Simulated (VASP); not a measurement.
# SrCl2: single point with HSE06

The system is SrCl2.

```
CELL_PARAMETERS angstrom
0.00000 3.49772 3.44665
3.49772 0.00000 3.44665
3.49772 3.49772 0.00000
ATOMIC_POSITIONS crystal
Sr 0.00000 0.00000 0.00000
Cl 0.25000 0.25000 0.25000
Cl 0.75000 0.75000 0.75000
```

This cell differs from its parent crystal: uniaxial z strain -1.5%.

| Property | Result |
| --- | --- |
| Program | VASP 6.6.1 |
| Task | single point |
| Functional | HSE06 |
| Potentials or basis | VASP PAW PBE potentials, release 64 (Sr_sv, Cl) |
| Cutoff | 520 eV |
| k mesh | 4 × 4 × 4 |
| Occupations | gaussian, width 0.01 eV |
| Spin | no spin polarisation |

```yaml
Pressure: 0.8 GPa
Band_gap_on_the_k_mesh: 6.57 eV (least direct gap 6.74 eV)
```

Stress tensor (GPa, compression positive):
```
0.55 0.00 0.00
0.00 0.55 0.00
0.00 0.00 1.34
```

Levels at points of the mesh, in eV from the valence-band top:
```csv
k point,band 8,band 9,band 10,band 11,band 12,band 13,band 14,band 15,band 16,band 17
"(0.00, 0.00, 0.00)",-2.35,-2.35,-0.47,-0.47,-0.35,6.57,7.40,7.51,10.30,10.30
"(0.50, 0.00, 0.00)",-1.74,-1.66,-1.48,-1.21,-1.20,8.12,8.15,9.04,9.05,10.21
"(0.50, 0.50, 0.00)",-2.12,-2.12,-0.51,-0.51,0.00,6.74,8.59,9.15,9.61,9.61
"(0.50, 0.00, 0.50)",-2.15,-2.08,-0.54,-0.41,-0.09,6.75,8.47,9.15,9.51,9.54
```

Run time: 13 min on 1 thread of Intel(R) Xeon(R) 6975P-C (Granite Rapids), on a shared host, peak memory 0.36 GiB.

Caveat: the cell differs from its parent crystal (uniaxial z strain -1.5%); the structure was generated, so it needn't be the stable form of SrCl2; the PAW data sets were made with another functional, which shifts forces and pressure a little. A k mesh can miss the band edges.
